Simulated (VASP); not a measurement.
# LiF (F-43m) in VASP: notebook

LiF is run at these levels: PBE; tasks: single point.

Everything below comes from runs of VASP 6.6.1. Logs are shortened: lines on timing, memory, paths and dates and some standing lists are left out, and cuts for length are marked.

### 1 The cell of the first run

It takes space group F-43m (No. 216, cubic). The conventional cell has a = 4.065 Å, b = 4.065 Å, c = 4.065 Å, α = 90.00°, β = 90.00°, γ = 90.00°. Li (site symmetry -43m) has 4 F at 1.76 Å within 2.3 Å. F (site symmetry -43m) has 4 Li at 1.76 Å within 2.3 Å.

### 2 Single point, PBE

INCAR

```
SYSTEM = LiF
ALGO = Normal ; EDIFF = 1E-6
ENCUT = 520 ; GGA = PE
ISIF = 2 ; ISMEAR = 0
LASPH = .True. ; LCHARG = .True.
LELF = .True. ; LREAL = .False.
LVHAR = .True. ; LWAVE = .False.
NBANDS = 12 ; NELM = 60
PREC = Accurate ; SIGMA = 0.1
```

KPOINTS

```
k-points
0
Gamma
  8 8 8
  0 0 0
```

POSCAR

```
LiF
1.0
    0.0000000000      2.0322729500      2.0322729500
    2.0322729500      0.0000000000      2.0322729500
    2.0322729500      2.0322729500      0.0000000000
Li F
1 1
Direct
    0.2500000000      0.2500000000      0.2500000000
    0.5000000000      0.5000000000      0.5000000000
```

Potentials or basis: VASP PAW PBE potentials, release 64 (Li_sv, F).

Launch:

```
$ cat potpaw_PBE.64/Li_sv/POTCAR potpaw_PBE.64/F/POTCAR > POTCAR
$ mpirun -np 1 vasp_std > vasp.out
```

OUTCAR:

```text
SYSTEM = LiF
   EDIFF = 1E-6
   ENCUT = 520
   GGA = PE
   ISIF = 2
   ISMEAR = 0
   LASPH = .True.
   LREAL = .False.
   NELM = 60
   PREC = Accurate

 ion  position               nearest neighbor table
   1  0.250  0.250  0.250-   2 1.76   2 1.76   2 1.76   2 1.76
   2  0.500  0.500  0.500-   1 1.76   1 1.76   1 1.76   1 1.76

  LATTYP: Found a face centered cubic cell.
 ALAT       =     4.0645459000

  Lattice vectors:

 A1 = (   0.0000000000,   2.0322729500,   2.0322729500)
 A2 = (   2.0322729500,   0.0000000000,   2.0322729500)
 A3 = (   2.0322729500,   2.0322729500,   0.0000000000)

Analysis of symmetry for initial positions (statically):
=====================================================================
 Subroutine PRICEL returns:
 Original cell was already a primitive cell.

 Routine SETGRP: Setting up the symmetry group for a
 face centered cubic supercell.

 Subroutine GETGRP returns: Found 24 space group operations
 (whereof 24 operations were pure point group operations)
 out of a pool of 48 trial point group operations.

The static configuration has the point symmetry T_d .

Analysis of symmetry for dynamics (positions and initial velocities):
=====================================================================
 Subroutine PRICEL returns:
 Original cell was already a primitive cell.

 Routine SETGRP: Setting up the symmetry group for a
 face centered cubic supercell.

 Subroutine GETGRP returns: Found 24 space group operations
 (whereof 24 operations were pure point group operations)
 out of a pool of 48 trial point group operations.

The dynamic configuration has the point symmetry T_d .

 Subroutine INISYM returns: Found 24 space group operations
 (whereof 24 operations are pure point group operations),
 and found     1 'primitive' translations

----------------------------------------------------------------------------------------

                                     Primitive cell

  volume of cell :      16.7871

  direct lattice vectors                    reciprocal lattice vectors
     0.000000000  2.032272950  2.032272950    -0.246029944  0.246029944  0.246029944
     2.032272950  0.000000000  2.032272950     0.246029944 -0.246029944  0.246029944
     2.032272950  2.032272950  0.000000000     0.246029944  0.246029944 -0.246029944

  length of vectors
     2.874067968  2.874067968  2.874067968     0.426136363  0.426136363  0.426136363

  position of ions in fractional coordinates (direct lattice)
     0.250000000  0.250000000  0.250000000
     0.500000000  0.500000000  0.500000000

[... 83 lines left out ...]
   ISYM   =      2    0-nonsym 1-usesym 2-fastsym
   POTIM  = 0.5000    time-step for ionic-motion
   TEBEG  =    0.0;   TEEND  =   0.0 temperature during run
   PSTRESS=    0.0 pullay stress
   NELECT =      10.0000    total number of electrons
   NUPDOWN=      -1.0000    fix difference up-down
   EMIN   =  10.00;   EMAX   =-10.00  energy-range for DOS
   EFERMI =   0.00;   METHOD = LEGACY
   ISMEAR =     0;   SIGMA  =   0.10  broadening in eV -4-tet -1-fermi 0-gaus
   EFERMI_NEDOS =   21; number of points for ismear=-14 and -15
   IALGO  =     38    algorithm
   IMIX   =      4    mixing-type and parameters
     AMIX     =   0.40;   BMIX     =  1.00
     AMIX_MAG =   1.60;   BMIX_MAG =  1.00
  volume/ion in A,a.u.               =       8.39        56.64
  Fermi-wavevector in a.u.,A,eV,Ry     =   1.377472  2.603045 25.816092  1.897429
  Thomas-Fermi vector in A             =   2.502622
   LORBIT       =      0    0 simple, 1 ext, 2 COOP (PROOUT), +10 PAW based schemes
   GGA     = PE    functional components
   LHFCALC =     F    Hartree Fock is set to
   AEXX    =    0.0000 exact exchange contribution
   IVDW    =     0    specifies the selected vdW correction
   LEPSILON=     F    determine dielectric tensor
   LRPA    =     F    only Hartree local field effects (RPA)
 non-spin polarized calculation
 Gauss-broadening in eV      SIGMA  =   0.10
  energy-cutoff  :      520.00
  volume of cell :       16.79
 maximum number of plane-waves:       464
 NGX is ok and might be reduce to    24
   NGX = 11   NGY = 11   NGZ = 11

 number of electron      10.0000000 magnetization

 number of electron       9.9999992 magnetization

 Free energy of the ion-electron system (eV)
  ---------------------------------------------------
  ext. energy  EPLUGINS =         0.00000000
  ---------------------------------------------------
  free energy    TOTEN  =        -9.44075647 eV

  energy without entropy =       -9.44075647  energy(sigma->0) =       -9.44075647

 E-fermi :  -1.0919     XC(G=0):  -9.6050

 val. band max:       -1.6987244469   @ k =   0.0000   0.0000   0.0000
 cond. band min:       7.1826676056   @ k =   0.0000   0.0000   0.0000
 fundamental gap:      8.8813920525
 Fermi energy:        -1.0919467574

 k-point     1 :       0.0000    0.0000    0.0000
  band No.  band energies     occupation
      1     -41.6599      2.00000
      2     -21.3083      2.00000
      3      -1.6987      2.00000
      4      -1.6987      2.00000
      5      -1.6987      2.00000
      6       7.1827      0.00000
      7      19.2176      0.00000
      8      19.2176      0.00000
      9      19.2176      0.00000
     10      28.8058      0.00000
     11      28.8058      0.00000
     12      28.8058      0.00000
[... 331 lines left out ...]
 k-point    24 :      -0.3750    0.2500    0.1250
  band No.  band energies     occupation
      1     -41.5688      2.00000
      2     -21.0458      2.00000
      3      -3.9319      2.00000
      4      -2.4761      2.00000
      5      -2.2661      2.00000
      6      11.5989      0.00000
      7      14.0573      0.00000
      8      18.6661      0.00000
      9      20.0719      0.00000
     10      23.6625      0.00000
     11      28.1102      0.00000
     12      31.9578      0.00000

 [... further k-points ...]
[... 5 lines left out ...]
  --------------------------------------------------------------------------------------
  -------------------------------------------------------------------------------------
  Total        1.8171276      1.8171276      1.8171276      0.0000000      0.0000000     -0.0000000
  in kB      173.4282716    173.4282716    173.4282716      0.0000000      0.0000000     -0.0000000
  external PRESSURE =     173.4282716 kB  Pullay stress =       0.0000000 kB

 VOLUME and BASIS-vectors are now :
 -----------------------------------------------------------------------------
  energy-cutoff  :      520.00
  volume of cell :       16.79
      direct lattice vectors                 reciprocal lattice vectors
     0.000000000  2.032272950  2.032272950    -0.246029944  0.246029944  0.246029944
     2.032272950  0.000000000  2.032272950     0.246029944 -0.246029944  0.246029944
     2.032272950  2.032272950  0.000000000     0.246029944  0.246029944 -0.246029944

 POSITION                                       TOTAL-FORCE (eV/Angst)
 -----------------------------------------------------------------------------------
      1.01614      1.01614      1.01614        -0.000000     -0.000000     -0.000000
      2.03227      2.03227      2.03227         0.000000      0.000000      0.000000
 -----------------------------------------------------------------------------------
    total drift:                                0.000000      0.000000      0.000000

  FREE ENERGIE OF THE ION-ELECTRON SYSTEM (eV)
  ---------------------------------------------------
  free  energy   TOTEN  =        -9.4407564655 eV

  energy  without entropy=       -9.4407564655  energy(sigma->0) =       -9.44075647
```

It took 5 s on 1 thread of AMD EPYC 9R45 (Zen 5), shared host; peak memory 0.1 GiB.

What came out:

```yaml
Free_energy: -9.4408 eV
Band_gap_on_the_k_mesh: 8.88 eV, direct
```

Caveat: the cutoff is under 1.25 times the usual one of these potentials, so pressure, stress and relaxed cells hold a basis-set (Pulay) error. A k mesh can miss the band edges.

### 3 Single point, PBE

This run uses another cell than the first one, of 10.36 Å³/atom, 1.234 times its volume.

INCAR

```
SYSTEM = LiF
PREC = Accurate ; ENCUT = 520
EDIFF = 1E-6 ; ISMEAR = 0
SIGMA = 0.1 ; LREAL = .False.
LASPH = .True. ; NELM = 100
ALGO = Normal ; ISIF = 2
LWAVE = .False. ; LCHARG = .True.
GGA = PE ; LELF = .True.
LVHAR = .True. ; NBANDS = 12
```

KPOINTS

```
Automatic mesh
0
Gamma
  8 8 8
  0 0 0
```

POSCAR

```
LiF
1.0
    0.0000000000      2.1800433125      2.1800433125
    2.1800433125      0.0000000000      2.1800433125
    2.1800433125      2.1800433125      0.0000000000
Li F
1 1
Direct
    0.2500000000      0.2500000000      0.2500000000
    0.5000000000      0.5000000000      0.5000000000
```

Potentials or basis: VASP PAW PBE potentials, release 64 (Li_sv, F).

Launch:

```
$ cat potpaw_PBE.64/Li_sv/POTCAR potpaw_PBE.64/F/POTCAR > POTCAR
$ mpirun -np 1 vasp_std > vasp.out
```

Run time: 5.2 s. Hardware: 1 thread of AMD EPYC 9R45 (Zen 5), shared host; peak memory 0.1 GiB.

The run converged. Its results:

* Free energy: -9.6285 eV
* Band gap on the k mesh: 7.65 eV, direct

Levels at points of the mesh, in eV from the valence-band top:
```
           k point  band 3  band 4  band 5  band 6  band 7  band 8
(0.00, 0.00, 0.00)    0.00    0.00    0.00    7.65   19.07   19.07
(0.50, 0.00, 0.00)   -1.87   -0.24   -0.24   11.65   14.52   18.72
(0.50, 0.50, 0.00)   -1.33   -0.75   -0.75   10.44   15.61   18.98
```

Caveat: the cutoff is under 1.25 times the usual one of these potentials, so pressure, stress and relaxed cells hold a basis-set (Pulay) error. A k mesh can miss the band edges.
